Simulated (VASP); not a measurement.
Input of a VASP 6.6.1 run:

The input INCAR:

```
SYSTEM = Al3O
  ALGO = Normal
  DIPOL = 0.5 0.5 0.352
  EDIFF = 1E-7
  ENCUT = 520
  GGA = PS
  IDIPOL = 3
  ISIF = 2
  ISMEAR = 0
  LASPH = .TRUE.
  LCHARG = .FALSE.
  LDIPOL = .TRUE.
  LREAL = .FALSE.
  LWAVE = .FALSE.
  NBANDS = 16
  NELM = 60
  PREC = Accurate
  SIGMA = 0.1
```

KPOINTS

```
k-points
0
G
  9 9 1
  0 0 0
```

Contents of POSCAR:

```
Al3O
1.0
    2.8394270062      0.0000000000      0.0000000000
    0.0000000000      2.8394270062      0.0000000000
    0.0000000000      0.0000000000     19.6413451717
Al O
3 1
Direct
    0.5000000000      0.5000000000      0.2036520394
    0.0000000000      0.0000000000      0.3090064802
    0.5000000000      0.5000000000      0.4145003868
    0.5000000000      0.8333333333      0.4803722043
```

Potentials or basis: VASP PAW PBE potentials, release 64 (Al, O).

Run with:

```sh
$ cat potpaw_PBE.64/Al/POTCAR potpaw_PBE.64/O/POTCAR > POTCAR
$ mpirun -np 1 vasp_std > vasp.out
```

(1) Predict the largest force.

Results:

(1) 4.011 eV/Å.

Caveat: the PAW data sets were made with another functional, which shifts forces and pressure a little; an odd number of electrons without spin polarisation forces a metal; a magnetic or distorted state may lie lower.
